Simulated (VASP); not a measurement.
A run of VASP 6.6.1 is set up as follows.

File INCAR:

```
SYSTEM = Cu
PREC = Accurate
ENCUT = 600
EDIFF = 1E-6
ISMEAR = 0
SIGMA = 0.1
LREAL = .False.
LASPH = .True.
NELM = 80
ALGO = Normal
ISIF = 3
LWAVE = .False.
LCHARG = .False.
GGA = PE
IBRION = 2
NSW = 80
EDIFFG = -0.01
```

The input KPOINTS:

```
regular mesh
0
Gamma
  8 8 8
  0 0 0
```

The input POSCAR:

```
Cu
1.0
   -1.4427933200      1.4427933200      1.3760814500
    1.4427933200     -1.4427933200      1.3760814500
    1.4427933200      1.4427933200     -1.3760814500
Cu
1
Direct
    0.0000000000      0.0000000000      0.0000000000
```

Potentials or basis: VASP PAW PBE potentials, release 64 (Cu).

Run with:

```console
$ cat potpaw_PBE.64/Cu/POTCAR > POTCAR
$ mpirun -np 1 vasp_std > vasp.out
```

Estimate the space group after relaxing (to 0.1 Å).

I4/mmm (No. 139).

Predict the relaxed volume.

12.07 Å³/atom.

Estimate the relaxed cell.

a = 2.504 Å, b = 2.504 Å, c = 2.504 Å, α = 108.24°, β = 108.24°, γ = 111.96°.

The path:
| step | energy change (eV) | largest force (eV/Å) | pressure (GPa) | volume (Å³) |
| --- | --- | --- | --- | --- |
| 1 | 0.0000 | 0.0000 | 8.17 | 11.46 |
| 2 | -0.0101 | 0.0000 | -3.90 | 12.45 |
| 3 | -0.0148 | 0.0000 | 0.04 | 12.07 |

Caveat: the k points lie up to 0.39 Å⁻¹ apart in the final cell, too coarse for converged energies and pressures of a metal.
